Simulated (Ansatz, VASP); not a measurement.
## TiO2: VASP beside Ansatz

```xyz
6
Lattice="-1.9723 1.9723 5.2811 1.9723 -1.9723 5.2811 1.9723 1.9723 -5.2811" Properties=species:S:1:pos:R:3 pbc="T T T"
Ti    0.0000    0.0000    0.0000
Ti    0.0000    1.9723    2.6406
O     0.0000    0.0000    2.1677
O     0.0000    1.9723    4.8082
O     0.0000    1.9723    0.4729
O     0.0000    0.0000    8.3945
```

Alike in both runs: task single point; functional PBE; k mesh 8 × 8 × 8; occupations gaussian, width 0.05 eV; no spin polarisation; Hubbard terms Ti d U = 4.0 eV.

|  | VASP | Ansatz |
| --- | --- | --- |
| version | VASP 6.6.1 | Ansatz 0.2.0 |
| potentials or method | VASP PAW PBE potentials, release 64 (Ti_sv, O), cutoff 520 eV | scalar-relativistic, plane waves, PAW |
| valence electrons in the cell | 48 | 48 |

```csv
,VASP,Ansatz,Ansatz less VASP
gap on the k mesh at the Fermi level (eV),2.25,2.18,-0.067
least direct gap on the mesh (eV),2.54,2.47,-0.066
pressure (GPa),-18.5,-20.9,-2.41
"traceless stress, the component that is largest in VASP (GPa)",-4.18,-3.24,+0.932
rms of the force components (eV/Å),0.313,0.347,+0.0339
```

The programs project onto different local orbitals, so the same U acts differently, and such runs can settle in different states. Atom by atom the forces differ by 0.034 eV/Å (rms over components).
